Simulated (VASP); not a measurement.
Input of a VASP 6.6.1 run:

INCAR

```
SYSTEM = BN
  PREC = Accurate
  ENCUT = 520
  EDIFF = 1E-6
  ISMEAR = 0
  SIGMA = 0.05
  LREAL = .False.
  LASPH = .True.
  NELM = 100
  ALGO = Normal
  ISIF = 2
  LWAVE = .False.
  LCHARG = .False.
  GGA = PS
  NBANDS = 16
```

File KPOINTS:

```
Automatic mesh
0
Gamma
  12 12 4
  0 0 0
```

The input POSCAR:

```
BN
1.0
    2.5202653539      0.0000000000      0.0000000000
   -1.2601326770      2.1826138207      0.0000000000
    0.0000000000      0.0000000000      6.2762168108
B N
2 2
Direct
    0.3333333333      0.6666666667      0.2500000000
    0.6666666667      0.3333333333      0.7500000000
    0.3333333333      0.6666666667      0.7500000000
    0.6666666667      0.3333333333      0.2500000000
```

Potentials or basis: VASP PAW PBE potentials, release 64 (B, N).

Command:

```console
$ cat potpaw_PBE.64/B/POTCAR potpaw_PBE.64/N/POTCAR > POTCAR
$ mpirun -np 1 vasp_std > vasp.out
```

Task: Estimate the pressure.

Result: -3.3 GPa.

Task: Estimate the band gap on the k mesh.

Result: 4.01 eV, indirect (least direct gap 4.34 eV).

Stress tensor (GPa, compression positive):
```
-6.24  0.00  0.00
 0.00 -6.24  0.00
 0.00  0.00  2.55
```

Caveat: the PAW data sets were made with another functional, which shifts forces and pressure a little; this functional lacks dispersion, which binds the layers, so the pressure and a relaxed spacing across them are unreliable. A k mesh can miss the band edges.
